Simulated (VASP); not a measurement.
Write the native input for VASP 6.6.1 that does the following.

```yaml
Task: single point
Functional: PBE
Potentials_or_basis: VASP PAW PBE potentials, release 64 (Sb)
Cutoff: 520 eV
k_mesh: 14 × 14 × 4
Occupations: fermi-dirac, width 0.1 eV
Spin: no spin polarisation
Dipole_correction: no
Further_INCAR_settings: ALGO = Normal; EDIFF = 1e-06; NBANDS = 18
```

The structure of Sb lies in POSCAR:

```
Sb
1.0
    3.4718009556      0.0000000000      0.0000000000
   -1.7359004778      3.0066678244      0.0000000000
    0.0000000000      0.0000000000     11.7762684707
Sb
4
Direct
    1.0000000000      1.0000000000      1.0000000000
    1.0000000000      1.0000000000      0.5000000000
    0.3333333333      0.6666666667      0.2500000000
    0.6666666667      0.3333333333      0.7500000000
```

This isn't the form of Sb at room conditions, which is rhombohedral.

One way to write it, as run:

INCAR

```
  ALGO = Normal
  EDIFF = 1E-6
  ENCUT = 520
  GGA = PE
  ISIF = 2
  ISMEAR = -1
  LASPH = True
  LCHARG = False
  LREAL = False
  LWAVE = False
  NBANDS = 18
  NELM = 80
  PREC = Accurate
  SIGMA = 0.1
```

KPOINTS

```
k-points
0
Gamma
  14 14 4
```

Potentials or basis: VASP PAW PBE potentials, release 64 (Sb).

The run is started by

```console
$ cat potpaw_PBE.64/Sb/POTCAR > POTCAR
$ mpirun -np 1 vasp_std > vasp.out
```

It gave:

```yaml
Pressure: -5.3 GPa
Band_gap_on_the_k_mesh: zero (bands 10 and 11 overlap by 5.85 eV)
```

Caveat: the cell stands under tension; spin-orbit coupling is left out, which moves the levels of the heavy elements.

It took 3.3 min on 1 thread of Intel Xeon 8259CL, on a shared host, peak memory 0.31 GiB.
